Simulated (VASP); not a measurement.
# SnSe2 (P-3m1) in VASP: single point with PBE

Aim: the single point of SnSe2 with PBE.

Program: VASP 6.6.1. These are calculated values, not measurements. Logs are shortened: lines on timing, memory, paths and dates and some standing lists are left out, and cuts for length are marked.

### Step 1. The cell of the first run

The structure is trigonal, space group P-3m1 (No. 164). The conventional cell has a = 3.811 Å, b = 3.811 Å, c = 6.136 Å, α = 90.00°, β = 90.00°, γ = 120.00°. Within 3.5 Å of Sn (site symmetry -3m) lie 6 Se at 2.68 Å. Se (site symmetry 3m) has 3 Sn at 2.68 Å within 3.5 Å.

### Step 2. Single point, PBE

INCAR reads:

```
SYSTEM = SnSe2
PREC     = Accurate       ! precision mode
ENCUT    = 500            ! plane-wave cutoff, eV
EDIFF    = 1E-6           ! SCF threshold, eV
ISMEAR   = -1             ! smearing method
SIGMA    = 0.02           ! smearing width, eV
LREAL    = .FALSE.        ! projectors in reciprocal space
LASPH    = .TRUE.         ! aspherical terms in the spheres
NELM     = 120            ! most SCF steps
ALGO     = Normal         ! electronic algorithm
ISIF     = 2              ! what is computed and relaxed
LWAVE    = .FALSE.        ! write WAVECAR
LCHARG   = .FALSE.        ! write CHGCAR
GGA      = PE             ! functional
NBANDS   = 64             ! bands
GGA_COMPAT= .FALSE.
```

KPOINTS reads:

```
Automatic mesh
0
G
  3 3 2
  0 0 0
```

POSCAR reads:

```
SnSe2
1.0
    7.6220002150      0.0000000000      0.0000000000
   -3.8110001075      6.6008458138      0.0000000000
    0.0000000000      0.0000000000      6.1360000000
Sn Se
4 8
Direct
    0.0000000000      0.0000000000      0.0000000000
    0.0000000000      0.5000000000      0.0000000000
    0.5000000000      0.0000000000      0.0000000000
    0.5000000000      0.5000000000      0.0000000000
    0.1666666667      0.3333333333      0.2490000000
    0.3333333333      0.1666666667      0.7510000000
    0.1666666667      0.8333333333      0.2490000000
    0.3333333333      0.6666666667      0.7510000000
    0.6666666667      0.3333333333      0.2490000000
    0.8333333333      0.1666666667      0.7510000000
    0.6666666667      0.8333333333      0.2490000000
    0.8333333333      0.6666666667      0.7510000000
```

Potentials or basis: VASP PAW PBE potentials, release 64 (Sn_d, Se).

The run is started by

```sh
cat potpaw_PBE.64/Sn_d/POTCAR potpaw_PBE.64/Se/POTCAR > POTCAR
mpirun -np 1 vasp_std > vasp.out
```

OUTCAR:

```text
SYSTEM = SnSe2
   PREC = Accurate
   ENCUT = 500
   EDIFF = 1E-6
   ISMEAR = -1
   LREAL = .FALSE.
   LASPH = .TRUE.
   NELM = 120
   ISIF = 2
   GGA = PE

 ion  position               nearest neighbor table
   1  0.000  0.000  0.000-   5 2.68  12 2.68  11 2.68   6 2.68   7 2.68  10 2.68
   2  0.000  0.500  0.000-   7 2.68  10 2.68   9 2.68   8 2.68   5 2.68  12 2.68
   3  0.500  0.000  0.000-   8 2.68   9 2.68   7 2.68  10 2.68   6 2.68  11 2.68
   4  0.500  0.500  0.000-   6 2.68  11 2.68   5 2.68  12 2.68   8 2.68   9 2.68
   5  0.167  0.333  0.249-   1 2.68   4 2.68   2 2.68
   6  0.333  0.167  0.751-   4 2.68   1 2.68   3 2.68
   7  0.167  0.833  0.249-   2 2.68   3 2.68   1 2.68
   8  0.333  0.667  0.751-   3 2.68   2 2.68   4 2.68
   9  0.667  0.333  0.249-   3 2.68   2 2.68   4 2.68
  10  0.833  0.167  0.751-   2 2.68   3 2.68   1 2.68
  11  0.667  0.833  0.249-   4 2.68   1 2.68   3 2.68
  12  0.833  0.667  0.751-   1 2.68   4 2.68   2 2.68
[... 7 lines left out ...]
 A1 = (   7.6220002150,   0.0000000000,   0.0000000000)
 A2 = (  -3.8110001075,   6.6008458138,   0.0000000000)
 A3 = (   0.0000000000,   0.0000000000,   6.1360000000)

Analysis of symmetry for initial positions (statically):
=====================================================================
 Subroutine PRICEL returns following result:

  LATTYP: Found a hexagonal cell.
 ALAT       =     3.8110001075
 C/A-ratio  =     1.6100760501

  Lattice vectors:

 A1 = (   3.8110001075,   0.0000000000,   0.0000000000)
 A2 = (  -1.9055000537,   3.3004229069,   0.0000000000)
 A3 = (   0.0000000000,   0.0000000000,   6.1360000000)

   4 primitive cells build up your supercell.

 Routine SETGRP: Setting up the symmetry group for a
 hexagonal supercell.

 Subroutine GETGRP returns: Found 12 space group operations
 (whereof 12 operations were pure point group operations)
 out of a pool of 24 trial point group operations.

The static configuration has the point symmetry D_3d.

Analysis of symmetry for dynamics (positions and initial velocities):
=====================================================================
 Subroutine PRICEL returns following result:

  LATTYP: Found a hexagonal cell.
 ALAT       =     3.8110001075
 C/A-ratio  =     1.6100760501

  Lattice vectors:

[... 102 lines left out ...]
   ISIF   =      2    stress and relaxation
   ISYM   =      2    0-nonsym 1-usesym 2-fastsym
   POTIM  = 0.5000    time-step for ionic-motion
   TEBEG  =    0.0;   TEEND  =   0.0 temperature during run
   PSTRESS=    0.0 pullay stress
   NELECT =     104.0000    total number of electrons
   NUPDOWN=      -1.0000    fix difference up-down
   EMIN   =  10.00;   EMAX   =-10.00  energy-range for DOS
   EFERMI =   0.00;   METHOD = LEGACY
   ISMEAR =    -1;   SIGMA  =   0.02  broadening in eV -4-tet -1-fermi 0-gaus
   EFERMI_NEDOS =   21; number of points for ismear=-14 and -15
   IALGO  =     38    algorithm
   IMIX   =      4    mixing-type and parameters
     AMIX     =   0.40;   BMIX     =  1.00
     AMIX_MAG =   1.60;   BMIX_MAG =  1.00
  volume/ion in A,a.u.               =      25.73       173.61
  Fermi-wavevector in a.u.,A,eV,Ry     =   1.139116  2.152617 17.654721  1.297585
  Thomas-Fermi vector in A             =   2.275820
   LORBIT       =      0    0 simple, 1 ext, 2 COOP (PROOUT), +10 PAW based schemes
   GGA     = PE    functional components
   LHFCALC =     F    Hartree Fock is set to
   AEXX    =    0.0000 exact exchange contribution
   IVDW    =     0    specifies the selected vdW correction
   LEPSILON=     F    determine dielectric tensor
   LRPA    =     F    only Hartree local field effects (RPA)
 non-spin polarized calculation
  energy-cutoff  :      500.00
  volume of cell :      308.71
 maximum number of plane-waves:      7848
 NGX is ok and might be reduce to    56
   NGX = 27   NGY = 27   NGZ = 23

 number of electron     104.0000026 magnetization

 Free energy of the ion-electron system (eV)
  ---------------------------------------------------
  ext. energy  EPLUGINS =         0.00000000
  ---------------------------------------------------
  free energy    TOTEN  =       -46.98057008 eV

  energy without entropy =      -46.98057008  energy(sigma->0) =      -46.98057008

 E-fermi :   4.6072     XC(G=0):  -9.4538

 val. band max:        4.1683323810   @ k =   0.0000   0.0000   0.0000
 cond. band min:       5.0429898568   @ k =   0.0000   0.0000   0.5000
 fundamental gap:      0.8746574758
 Fermi energy:         4.6071850402

 k-point     1 :       0.0000    0.0000    0.0000
  band No.  band energies     occupation
      1     -17.1561      2.00000
      2     -17.1561      2.00000
      3     -17.1561      2.00000
      4     -17.0947      2.00000
      5     -17.0947      2.00000
      6     -17.0757      2.00000
[... 391 lines left out ...]
     63      10.0258      0.00000
     64      10.0541      0.00000

------------------------ aborting loop because EDIFF is reached ----------------------------------------

  FORCE on cell =-STRESS in cart. coord.  units (eV):
  Direction    XX          YY          ZZ          XY          YZ          ZX
  --------------------------------------------------------------------------------------
  -------------------------------------------------------------------------------------
  Total       10.0488079     10.0488079     12.3648374      0.0000000      0.0000000      0.0000000
  in kB       52.1520317     52.1520317     64.1719294      0.0000000      0.0000000      0.0000000
  external PRESSURE =      56.1586643 kB  Pullay stress =       0.0000000 kB

 VOLUME and BASIS-vectors are now :
 -----------------------------------------------------------------------------
  energy-cutoff  :      500.00
  volume of cell :      308.71
      direct lattice vectors                 reciprocal lattice vectors
     7.622000215  0.000000000  0.000000000     0.131199157  0.075747868  0.000000000
    -3.811000107  6.600845814  0.000000000     0.000000000  0.151495737  0.000000000
     0.000000000  0.000000000  6.136000000     0.000000000  0.000000000  0.162972621

 POSITION                                       TOTAL-FORCE (eV/Angst)
 -----------------------------------------------------------------------------------
      0.00000      0.00000      0.00000         0.000000     -0.000000      0.000000
     -1.90550      3.30042      0.00000         0.000000     -0.000000     -0.000000
      3.81100      0.00000      0.00000         0.000000     -0.000000      0.000000
      1.90550      3.30042      0.00000         0.000000     -0.000000     -0.000000
      0.00000      2.20028      1.52786         0.000000      0.000000      0.801956
      1.90550      1.10014      4.60814        -0.000000      0.000000     -0.801956
     -1.90550      5.50070      1.52786         0.000000      0.000000      0.801956
     -0.00000      4.40056      4.60814        -0.000000      0.000000     -0.801956
      3.81100      2.20028      1.52786        -0.000000     -0.000000      0.801956
      5.71650      1.10014      4.60814        -0.000000      0.000000     -0.801956
      1.90550      5.50070      1.52786         0.000000     -0.000000      0.801956
      3.81100      4.40056      4.60814         0.000000     -0.000000     -0.801956
 -----------------------------------------------------------------------------------
    total drift:                               -0.000000      0.000000      0.000000

  FREE ENERGIE OF THE ION-ELECTRON SYSTEM (eV)
  ---------------------------------------------------
  free  energy   TOTEN  =       -46.9805700762 eV

  energy  without entropy=      -46.9805700761  energy(sigma->0) =      -46.98057008
```

stdout:

```text
POSCAR found type information on POSCAR SnSe
 POSCAR found :  2 types and      12 ions
 scaLAPACK will be used
 LDA part: xc-table for (Slater+PW92), standard interpolation
 POSCAR, INCAR and KPOINTS ok, starting setup
 FFT: planning ... GRIDC
 FFT: planning ... GRID_SOFT
 FFT: planning ... GRID
 WAVECAR not read
 entering main loop
```

Wall time 92 s (1 thread of AMD EPYC 9R45 (Zen 5), shared host); peak memory 0.39 GiB.

What came out:

| Quantity | Value |
| --- | --- |
| Free energy | -46.9806 eV |
| Pressure | 5.6 GPa |
| Largest force | 0.802 eV/Å |
| Band gap on the k mesh | 0.87 eV |

Forces on the atoms (eV/Å):
```
Sn   0.000  0.000  0.000
Sn   0.000  0.000  0.000
Sn   0.000  0.000  0.000
Sn   0.000  0.000  0.000
Se   0.000  0.000  0.802
Se   0.000  0.000 -0.802
Se   0.000  0.000  0.802
Se   0.000  0.000 -0.802
Se   0.000  0.000  0.802
Se   0.000  0.000 -0.802
Se   0.000  0.000  0.802
Se   0.000  0.000 -0.802
```

Stress tensor (GPa, compression positive):
```
5.22 0.00 0.00
0.00 5.22 0.00
0.00 0.00 6.42
```

Caveat: the k points lie up to 0.51 Å⁻¹ apart; spin-orbit coupling is left out, which moves the levels of the heavy elements; an odd mesh through Γ misses points on the zone boundary, where band edges can lie; this functional lacks dispersion, which binds the layers, so the pressure and a relaxed spacing across them are unreliable.
